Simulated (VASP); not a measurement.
# Li2Se (Fm-3m) in VASP: single point with PBE

Aim: the single point of Li2Se with PBE.

Everything below comes from runs of VASP 6.6.1. Logs are shortened: lines on timing, memory, paths and dates and some standing lists are left out, and cuts for length are marked.

### Step 1. The cell of the first run

The structure is cubic, space group Fm-3m (No. 225). The conventional cell has a = 6.006 Å, b = 6.006 Å, c = 6.006 Å, α = 90.00°, β = 90.00°, γ = 90.00°. Li (site symmetry -43m) has 4 Se at 2.60 Å and 6 Li at 3.00 Å within 3.4 Å. Se (site symmetry m-3m) has 8 Li at 2.60 Å within 3.4 Å.

### Step 2. Single point, PBE

INCAR reads:

```
SYSTEM = Li2Se
PREC     = Accurate       ! precision mode
ENCUT    = 750            ! plane-wave cutoff, eV
EDIFF    = 1E-6           ! SCF threshold, eV
ISMEAR   = 0              ! smearing method
SIGMA    = 0.05           ! smearing width, eV
LREAL    = .FALSE.        ! projectors in reciprocal space
LASPH    = .TRUE.         ! aspherical terms in the spheres
NELM     = 120            ! most SCF steps
ALGO     = Normal         ! electronic algorithm
ISIF     = 2              ! what is computed and relaxed
LWAVE    = .FALSE.        ! write WAVECAR
LCHARG   = .FALSE.        ! write CHGCAR
GGA      = PE             ! functional
NBANDS   = 13             ! bands
ISYM     = 0            
GGA_COMPAT= .FALSE.
```

KPOINTS reads:

```
Automatic mesh
0
Gamma
  10 10 10
  0.5 0.5 0.5
```

POSCAR reads:

```
Li2Se
1.0
    0.0000000000      3.0031987212      3.0031987212
    3.0031987212      0.0000000000      3.0031987212
    3.0031987212      3.0031987212      0.0000000000
Li Se
2 1
Direct
    0.2500000000      0.2500000000      0.2500000000
    0.7500000000      0.7500000000      0.7500000000
    0.0000000000      0.0000000000      0.0000000000
```

Potentials or basis: VASP PAW PBE potentials, release 64 (Li_sv, Se).

On the command line:

```bash
$ cat potpaw_PBE.64/Li_sv/POTCAR potpaw_PBE.64/Se/POTCAR > POTCAR
$ mpirun -np 1 vasp_std > vasp.out
```

OUTCAR:

```text
SYSTEM = Li2Se
   PREC = Accurate
   ENCUT = 750
   EDIFF = 1E-6
   ISMEAR = 0
   LREAL = .FALSE.
   LASPH = .TRUE.
   NELM = 120
   ISIF = 2
   GGA = PE
   ISYM = 0

 ion  position               nearest neighbor table
   1  0.250  0.250  0.250-   3 2.60   3 2.60   3 2.60   3 2.60
   2  0.750  0.750  0.750-   3 2.60   3 2.60   3 2.60   3 2.60
   3  0.000  0.000  0.000-   2 2.60   2 2.60   2 2.60   1 2.60   2 2.60   1 2.60   1 2.60   1 2.60

IMPORTANT INFORMATION: All symmetrisations will be switched off!
NOSYMM: (Re-)initialisation of all symmetry stuff for point group C_1.

----------------------------------------------------------------------------------------

                                     Primitive cell

  volume of cell :      54.1729

  direct lattice vectors                    reciprocal lattice vectors
     0.000000000  3.003198721  3.003198721    -0.166489149  0.166489149  0.166489149
     3.003198721  0.000000000  3.003198721     0.166489149 -0.166489149  0.166489149
     3.003198721  3.003198721  0.000000000     0.166489149  0.166489149 -0.166489149

  length of vectors
     4.247164362  4.247164362  4.247164362     0.288367665  0.288367665  0.288367665

  position of ions in fractional coordinates (direct lattice)
     0.250000000  0.250000000  0.250000000
     0.750000000  0.750000000  0.750000000
     0.000000000  0.000000000  0.000000000

  ion indices of the primitive-cell ions
   primitive index   ion index
                 1           1
                 2           2
                 3           3

----------------------------------------------------------------------------------------

 KPOINTS: Automatic mesh

Automatic generation of k-mesh.
 Grid dimensions read from file:
 generate k-points for:   10   10   10

 Generating k-lattice:

  Cartesian coordinates                     Fractional coordinates (reciprocal lattice)
    -0.016648915  0.016648915  0.016648915     0.100000000  0.000000000  0.000000000
     0.016648915 -0.016648915  0.016648915     0.000000000  0.100000000  0.000000000
     0.016648915  0.016648915 -0.016648915     0.000000000  0.000000000  0.100000000

  Length of vectors
     0.028836767  0.028836767  0.028836767

  Shift w.r.t. Gamma in fractional coordinates (k-lattice)
     0.500000000  0.500000000  0.500000000

 Subroutine IBZKPT returns following result:
 ===========================================

 Found   2000 irreducible k-points:

 Following reciprocal coordinates:
[... 49 lines left out ...]
   NFREE  =      0    steps in history (QN), initial steepest desc. (CG)
   ISIF   =      2    stress and relaxation
   ISYM   =      0    0-nonsym 1-usesym 2-fastsym
   POTIM  = 0.5000    time-step for ionic-motion
   TEBEG  =    0.0;   TEEND  =   0.0 temperature during run
   PSTRESS=    0.0 pullay stress
   NELECT =      12.0000    total number of electrons
   NUPDOWN=      -1.0000    fix difference up-down
   EMIN   =  10.00;   EMAX   =-10.00  energy-range for DOS
   EFERMI =   0.00;   METHOD = LEGACY
   ISMEAR =     0;   SIGMA  =   0.05  broadening in eV -4-tet -1-fermi 0-gaus
   EFERMI_NEDOS =   21; number of points for ismear=-14 and -15
   IALGO  =     38    algorithm
   IMIX   =      4    mixing-type and parameters
     AMIX     =   0.40;   BMIX     =  1.00
     AMIX_MAG =   1.60;   BMIX_MAG =  1.00
  volume/ion in A,a.u.               =      18.06       121.86
  Fermi-wavevector in a.u.,A,eV,Ry     =   0.990546  1.871860 13.349775  0.981181
  Thomas-Fermi vector in A             =   2.122224
   LORBIT       =      0    0 simple, 1 ext, 2 COOP (PROOUT), +10 PAW based schemes
   GGA     = PE    functional components
   LHFCALC =     F    Hartree Fock is set to
   AEXX    =    0.0000 exact exchange contribution
   IVDW    =     0    specifies the selected vdW correction
   LEPSILON=     F    determine dielectric tensor
   LRPA    =     F    only Hartree local field effects (RPA)
 non-spin polarized calculation
 Gauss-broadening in eV      SIGMA  =   0.05
  energy-cutoff  :      750.00
  volume of cell :       54.17
 maximum number of plane-waves:      2556
 NGX is ok and might be reduce to    40
   NGX = 19   NGY = 19   NGZ = 19

 number of electron      12.0000004 magnetization

 Free energy of the ion-electron system (eV)
  ---------------------------------------------------
  ext. energy  EPLUGINS =         0.00000000
  ---------------------------------------------------
  free energy    TOTEN  =       -11.13102988 eV

  energy without entropy =      -11.13102988  energy(sigma->0) =      -11.13102988

 E-fermi :   1.3130     XC(G=0):  -8.2592

 val. band max:        0.9755589335   @ k =   0.0000   0.0000  -0.0500
 cond. band min:       4.0481589949   @ k =   0.0500   0.5000   0.5000
 fundamental gap:      3.0726000614
 Fermi energy:         1.3129708807

 k-point     1 :       0.0500    0.0500    0.0500
  band No.  band energies     occupation
      1     -43.7215      2.00000
      2     -43.6980      2.00000
      3     -10.3879      2.00000
      4       0.8667      2.00000
      5       0.9756      2.00000
      6       0.9756      2.00000
      7       4.4719      0.00000
      8       6.6515      0.00000
      9       6.6515      0.00000
     10       6.6691      0.00000
     11      11.0899      0.00000
     12      11.0899      0.00000
     13      11.9228      0.00000
[... 354 lines left out ...]
  band No.  band energies     occupation
      1     -43.7187      2.00000
      2     -43.7005      2.00000
      3     -10.2556      2.00000
      4      -0.4845      2.00000
      5       0.6215      2.00000
      6       0.8143      2.00000
      7       5.4193      0.00000
      8       7.1045      0.00000
      9       7.1745      0.00000
     10       7.5944      0.00000
     11       9.5240      0.00000
     12      10.4782      0.00000
     13      12.3472      0.00000

 [... further k-points ...]
[... 5 lines left out ...]
  --------------------------------------------------------------------------------------
  -------------------------------------------------------------------------------------
  Total       -0.0218981     -0.0218986     -0.0218980     -0.0000072     -0.0000073     -0.0000069
  in kB       -0.6476404     -0.6476556     -0.6476395     -0.0002142     -0.0002154     -0.0002040
  external PRESSURE =      -0.6476452 kB  Pullay stress =       0.0000000 kB

 VOLUME and BASIS-vectors are now :
 -----------------------------------------------------------------------------
  energy-cutoff  :      750.00
  volume of cell :       54.17
      direct lattice vectors                 reciprocal lattice vectors
     0.000000000  3.003198721  3.003198721    -0.166489149  0.166489149  0.166489149
     3.003198721  0.000000000  3.003198721     0.166489149 -0.166489149  0.166489149
     3.003198721  3.003198721  0.000000000     0.166489149  0.166489149 -0.166489149

 POSITION                                       TOTAL-FORCE (eV/Angst)
 -----------------------------------------------------------------------------------
      1.50160      1.50160      1.50160        -0.000000     -0.000000     -0.000000
      4.50480      4.50480      4.50480         0.000000      0.000000      0.000000
      0.00000      0.00000      0.00000         0.000000     -0.000000     -0.000000
 -----------------------------------------------------------------------------------
    total drift:                                0.000000      0.000000     -0.000000

  FREE ENERGIE OF THE ION-ELECTRON SYSTEM (eV)
  ---------------------------------------------------
  free  energy   TOTEN  =       -11.1310298781 eV

  energy  without entropy=      -11.1310298781  energy(sigma->0) =      -11.13102988
```

OSZICAR:

```text
N       E                     dE             d eps       ncg     rms          rms(c)
DAV:   1     0.530064888773E+02    0.53006E+02   -0.65464E+03 52000   0.116E+03
DAV:   2    -0.329653788389E+01   -0.56303E+02   -0.53149E+02 61939   0.221E+02
DAV:   3    -0.111459786825E+02   -0.78494E+01   -0.78016E+01 99984   0.495E+01
DAV:   4    -0.113090590510E+02   -0.16308E+00   -0.16301E+00 65751   0.102E+01
DAV:   5    -0.113127680884E+02   -0.37090E-02   -0.37089E-02 82639   0.125E+00    0.275E+00
DAV:   6    -0.111369459383E+02    0.17582E+00   -0.23901E-01 66346   0.190E+00    0.169E+00
DAV:   7    -0.111227321877E+02    0.14214E-01   -0.11304E-01 70520   0.145E+00    0.738E-01
DAV:   8    -0.111308316116E+02   -0.80994E-02   -0.17683E-02 66715   0.741E-01    0.255E-01
DAV:   9    -0.111307520931E+02    0.79518E-04   -0.45212E-04 73206   0.136E-01    0.191E-01
DAV:  10    -0.111310238598E+02   -0.27177E-03   -0.75481E-04 62055   0.132E-01    0.833E-02
DAV:  11    -0.111310255677E+02   -0.17079E-05   -0.49114E-05 74025   0.426E-02    0.264E-02
DAV:  12    -0.111310342881E+02   -0.87204E-05   -0.20998E-05 66241   0.229E-02    0.341E-02
DAV:  13    -0.111310299567E+02    0.43314E-05   -0.35895E-06 65710   0.118E-02    0.415E-03
DAV:  14    -0.111310298781E+02    0.78560E-07   -0.14810E-07 40590   0.273E-03
   1 F= -.11131030E+02 E0= -.11131030E+02  d E =-.188544E-23
```

Run time: 42 min. Hardware: 1 thread of Intel Xeon Platinum 8259CL at 2.50GHz (Skylake/Cascade Lake), shared host; peak memory 2.1 GiB.

What came out:

```yaml
Free_energy: -11.1310 eV
Pressure: -0.1 GPa
Band_gap_on_the_k_mesh: 3.07 eV (least direct gap 3.50 eV)
```

Levels at points of the mesh, in eV from the valence-band top:
```tsv
k point	band 4	band 5	band 6	band 7	band 8	band 9
(0.05, 0.05, 0.05)	-0.11	0.00	0.00	3.50	5.68	5.68
```

Caveat: a shifted mesh leaves out Γ, where band edges can lie. A k mesh can miss the band edges.
